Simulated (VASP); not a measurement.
**AlCo: elastic constants with PBEsol**

Crystal: AlCo.

```xyz
2
Lattice="2.8049 0.0000 0.0000 0.0000 2.8049 0.0000 0.0000 0.0000 2.8049" Properties=species:S:1:pos:R:3 pbc="T T T"
Al    0.0000    0.0000    0.0000
Co    1.4025    1.4025    1.4025
```

```yaml
Program: VASP 6.6.1
Task: elastic constants
Functional: PBEsol
Potentials_or_basis: VASP PAW PBE potentials, release 64 (Al, Co)
Cutoff: 600 eV
k_mesh: 16 × 16 × 16
Occupations: fermi-dirac, width 0.1 eV
Spin: no spin polarisation
Dipole_correction: no
Ions_in_elastic_constants: relaxed
Further_INCAR_settings: ALGO = Normal; EDIFF = 1e-08; NBANDS = 13; IBRION = 6; POTIM = 0.015; NSW = 1; ISIF = 3
```

| Quantity | Value |
| --- | --- |
| Elastic constants C11, C12, C44 | 325, 146, 161 GPa |
| Voigt bulk modulus | 206 GPa |
| Highest phonon frequency at Γ | 353 cm⁻¹ |

Phonon frequencies in cm⁻¹ (negative: imaginary):
| q point | frequencies |
| --- | --- |
| (0.000, 0.000, 0.000) | 0 0 0 353 353 353 |

Elastic tensor in Voigt notation (GPa, in the Cartesian axes of the cell as first typed):
```
325 146 146   0   0   0
146 325 146   0   0   0
146 146 325   0   0   0
  0   0   0 161   0   0
  0   0   0   0 161   0
  0   0   0   0   0 161
```

Clamped-ion elastic tensor (GPa):
```
325 146 146   0   0   0
146 325 146   0   0   0
146 146 325   0   0   0
  0   0   0 161   0   0
  0   0   0   0 161   0
  0   0   0   0   0 161
```

Run time: 59 min on 1 thread of AMD EPYC 7R43 64-Core Processor (Zen 3), on a shared host, peak memory 0.71 GiB.

Caveat: the cell is under stress, which shifts elastic constants; the PAW data sets were made with another functional, which shifts forces and pressure a little; the run has no spin polarisation, though such a crystal can be magnetic. Spin polarisation is off, so any magnetic state and its effect on volume and gap are missing.
